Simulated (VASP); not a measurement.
Input of a VASP 6.6.1 run:

INCAR

```
SYSTEM = Li
PREC = Accurate
ENCUT = 520
EDIFF = 1E-7
ISMEAR = -1
SIGMA = 0.1
LREAL = .FALSE.
LASPH = .TRUE.
NELM = 60
ALGO = Normal
ISIF = 2
LWAVE = .FALSE.
LCHARG = .FALSE.
GGA = PE
NBANDS = 8
```

KPOINTS

```
Automatic mesh
0
G
  19 19 19
  0 0 0
```

Contents of POSCAR:

```
Li
1.0
    2.8393096530      0.0000000000      0.0000000000
    0.0000000000      2.8393096530      0.0000000000
    0.0000000000      0.0000000000      2.8393096530
Li
1
Direct
    0.0000000000      0.0000000000      0.0000000000
```

Potentials or basis: VASP PAW PBE potentials, release 64 (Li_sv).

Command:

```sh
$ cat potpaw_PBE.64/Li_sv/POTCAR > POTCAR
$ mpirun -np 1 vasp_std > vasp.out
```

Q: What does it give for the band gap on the k mesh?

A: Zero (an odd number of electrons rules out a gap without spin polarisation).
